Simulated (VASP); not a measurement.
Runs of VASP 6.6.1 on NaH. It takes space group Fm-3m (No. 225, cubic). Conventional cell: a = 4.795 Å, b = 4.795 Å, c = 4.795 Å, α = 90.00°, β = 90.00°, γ = 90.00°. Na (site symmetry m-3m) has 6 H at 2.40 Å within 3.2 Å. H (site symmetry m-3m) has 6 Na at 2.40 Å within 3.2 Å. 

```csv
level,potentials or basis,k mesh,grid for exact exchange (PRECFOCK),screening parameter,gap on the mesh (eV),pressure (GPa)
PBE,"VASP PAW PBE potentials, release 64 (Na_pv, H)",4 × 4 × 4,-,-,3.80,0.5
LDA,"VASP PAW LDA potentials, release 64 (Na_pv, H)",4 × 4 × 4,-,-,3.44,-1.7
HSE06,"VASP PAW PBE potentials, release 64 (Na_pv, H)",4 × 4 × 4,Normal,0.2079 1/Å,4.85,(b)
PBE,"VASP PAW PBE potentials, release 64 (Na_pv, H)",8 × 8 × 8,-,-,3.80,0.5
r2SCAN,"VASP PAW PBE potentials, release 64 (Na_pv, H)",4 × 4 × 4,-,-,(a),-0.3
```

Alike in all rows: task single point; no spin polarisation; cell as given; cutoff (eV) 520; smearing gaussian 0.01 eV.

Estimate the missing entries.

(a) 4.41; (b) 0.2.

Caveats: some runs use coarse meshes; the PAW data sets were made with another functional, which shifts forces and pressure a little (some runs).

A k mesh can miss the band edges.
